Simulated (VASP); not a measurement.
GaN, 2 atoms in the cell. The structure is cubic, space group F-43m (No. 216). Conventional cell: a = 4.507 Å, b = 4.507 Å, c = 4.507 Å, α = 90.00°, β = 90.00°, γ = 90.00°. Within 2.6 Å of Ga (site symmetry -43m) lie 4 N at 1.95 Å. N (site symmetry -43m) has 4 Ga at 1.95 Å within 2.6 Å. 

- Program: VASP 6.6.1
- Task: single point
- Functional: PBE
- Potentials or basis: VASP PAW PBE potentials, release 64 (Ga_d, N)
- Cutoff: 520 eV
- k mesh: 16 × 16 × 16
- Occupations: gaussian, width 0.05 eV
- Spin: non-collinear spin, zero start, spin-orbit coupling
- Starting moments: [[0.0, 0.0, 0.0], [0.0, 0.0, 0.0]] μB
- Dipole correction: no
- Further INCAR settings: ALGO = Normal; EDIFF = 1e-07; NBANDS = 30

Potentials or basis: VASP PAW PBE potentials, release 64 (Ga_d, N).

Run with:

```console
$ cat potpaw_PBE.64/Ga_d/POTCAR potpaw_PBE.64/N/POTCAR > POTCAR
$ mpirun -np 1 vasp_ncl > vasp.out
```

Hardware: 1 thread of Intel(R) Xeon(R) Platinum 8488C (Sapphire Rapids), with other jobs on the host.

Problem. Estimate the wall time of this run.

Solution. It took 3 min on 1 thread of Intel(R) Xeon(R) Platinum 8488C (Sapphire Rapids), with other jobs on the host, peak memory 0.37 GiB. Counts: scf iterations 15, k points 245.
